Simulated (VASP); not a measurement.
Here is a VASP 6.6.1 calculation.

The input POSCAR:

```
SiC
1.0
    3.0160039324      0.0000000000      0.0000000000
   -1.5080019662      2.6119360233      0.0000000000
    0.0000000000      0.0000000000      9.8751883303
Si C
4 4
Direct
    0.0000000000      0.0000000000     -0.0001714550
    0.3333333333      0.6666666667      0.2499596674
    0.0000000000      0.0000000000      0.4998285450
    0.6666666667      0.3333333333      0.7499596674
    0.0000000000      0.0000000000      0.1872873145
    0.3333333333      0.6666666667      0.4379244731
    0.0000000000      0.0000000000      0.6872873145
    0.6666666667      0.3333333333      0.9379244731
```

The input INCAR.step1:

```
SYSTEM = SiC
ALGO = Normal ; EDIFF = 1E-4
ENCUT = 520 ; GGA = PE
ISMEAR = 0 ; LASPH = .True.
LCHARG = .False. ; LREAL = .False.
LWAVE = .True. ; NBANDS = 26
NELM = 60 ; PREC = Accurate
SIGMA = 0.01
```

INCAR.step2

```
SYSTEM = SiC
ALGO = Normal ; EDIFF = 1E-6
ENCUT = 520 ; ISIF = 2
ISMEAR = 0 ; ISTART = 1
LASPH = .True. ; LCHARG = .True.
LELF = .True. ; LMIXTAU = .True.
LREAL = .False. ; LVHAR = .True.
LWAVE = .False. ; METAGGA = R2SCAN
NBANDS = 26 ; NELM = 60
PREC = Accurate ; SIGMA = 0.01
```

The input KPOINTS:

```
k-points
0
Gamma
  12 12 4
  0 0 0
```

Potentials or basis: VASP PAW PBE potentials, release 64 (Si, C).

The run is started by

```bash
$ cat potpaw_PBE.64/Si/POTCAR potpaw_PBE.64/C/POTCAR > POTCAR
$ cp INCAR.step1 INCAR
$ mpirun -np 1 vasp_std > vasp.out
$ cp INCAR.step2 INCAR
$ mpirun -np 1 vasp_std > vasp.out
```

Question: Predict the band gap on the k mesh.

Answer: 2.63 eV, indirect (least direct gap 3.83 eV).

Question: What does it give for the pressure?

Answer: 15.3 GPa.

Stress tensor (GPa, compression positive):
```
15.34  0.00  0.00
 0.00 15.34  0.00
 0.00  0.00 15.11
```

Caveat: the cell differs from its parent crystal (strain -2.0%); the PAW data sets were made with another functional, which shifts forces and pressure a little. A k mesh can miss the band edges.
